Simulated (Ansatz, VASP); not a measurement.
**One calculation of Y, two programs**

The input INCAR:

```
SYSTEM = Y
  PREC = Accurate
  ENCUT = 520
  EDIFF = 1E-6
  ISMEAR = -1
  SIGMA = 0.05
  LREAL = .FALSE.
  LASPH = .TRUE.
  NELM = 100
  ALGO = Normal
  ISIF = 2
  LWAVE = .FALSE.
  LCHARG = .FALSE.
  GGA = B5
  ALDAX = 1.0
  AGGAX = 1.0
  AGGAC = 1.0
  ALDAC = 0.0
  NBANDS = 12
```

File KPOINTS:

```
Automatic mesh
0
G
  8 8 8
  0 0 0
```

The input POSCAR:

```
Y
1.0
    3.5143210000      0.0000000000      0.0000000000
    1.7571605000      3.0434912631      0.0000000000
    1.7571605000      1.0144970877      2.8694310808
Y
1
Direct
    0.0000000000      0.0000000000      0.0000000000
```

Input for Ansatz:

```yaml
crystal:
  lattice:
    a: 3.514321
    b: 3.514321
    c: 3.514321
    alpha: 60.0
    beta: 60.0
    gamma: 60.0
  atoms:
    - { symbol: "Y", position: [0.0, 0.0, 0.0] }
kpoints:
  mp_grid:
    grid: [8, 8, 8]
hamiltonian:
  xc: blyp
  pseudopotentials:
    kind: paw
scf:
  occupations:
    method: fermi_dirac
    width: 0.05
output:
  stress: true
```

Alike in both runs: task single point; functional BLYP; k mesh 8 × 8 × 8; occupations fermi-dirac, width 0.05 eV; no spin polarisation.

```csv
,VASP,Ansatz
version,VASP 6.6.1,Ansatz 0.2.0
potentials or method,"VASP PAW PBE potentials, release 64 (Y_sv)","plane waves, PAW"
plane-wave cutoff (eV),520,420
valence electrons in the cell,11,11
```

```csv
,VASP,Ansatz,Ansatz less VASP
pressure (GPa),3.5,3.6,+0.11
```

VASP's potentials were made for PBE, not for BLYP. The functional is the same, so the differences come from potentials, cutoffs and numerics.
